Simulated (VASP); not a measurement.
A run of VASP 6.6.1 is set up as follows.

File INCAR:

```
  PREC = Accurate
  ENCUT = 520
  EDIFF = 1E-6
  ISMEAR = 0
  SIGMA = 0.1
  LREAL = False
  LASPH = True
  NELM = 100
  ALGO = Normal
  ISIF = 2
  LWAVE = False
  LCHARG = False
  GGA = PE
  NBANDS = 31
```

Contents of KPOINTS:

```
Automatic mesh
0
Gamma
  6 6 2
```

Contents of POSCAR:

```
Sn2TeO2
1.0
    4.1144659574     -0.0000000027      0.0000000000
   -2.0572329763      3.5632320435      0.0000000000
    0.0000000000      0.0000000000      8.1517147083
Sn Te O
2 1 2
Direct
    0.0000000000      0.0000000000      0.7240992468
    0.0000000000      0.0000000000      0.2759007532
    0.6666666667      0.3333333333      0.0000000000
    0.0000000000      0.0000000000      0.0000000000
    0.3333333333      0.6666666667      0.0000000000
```

Potentials or basis: VASP PAW PBE potentials, release 64 (Sn_d, Te, O).

Run with:

```bash
$ cat potpaw_PBE.64/Sn_d/POTCAR potpaw_PBE.64/Te/POTCAR potpaw_PBE.64/O/POTCAR > POTCAR
$ mpirun -np 1 vasp_std > vasp.out
```

(1) Estimate the pressure.

(2) What does it give for the band gap on the k mesh?

(3) What does it give for the largest force?

Answers

(1) -0.4 GPa.

(2) zero (bands 23 and 24 overlap by 3.02 eV).

(3) 0.034 eV/Å.

Caveat: the k points lie up to 0.39 Å⁻¹ apart, too coarse for converged energies and pressures of a metal; spin-orbit coupling is left out, which moves the levels of the heavy elements.
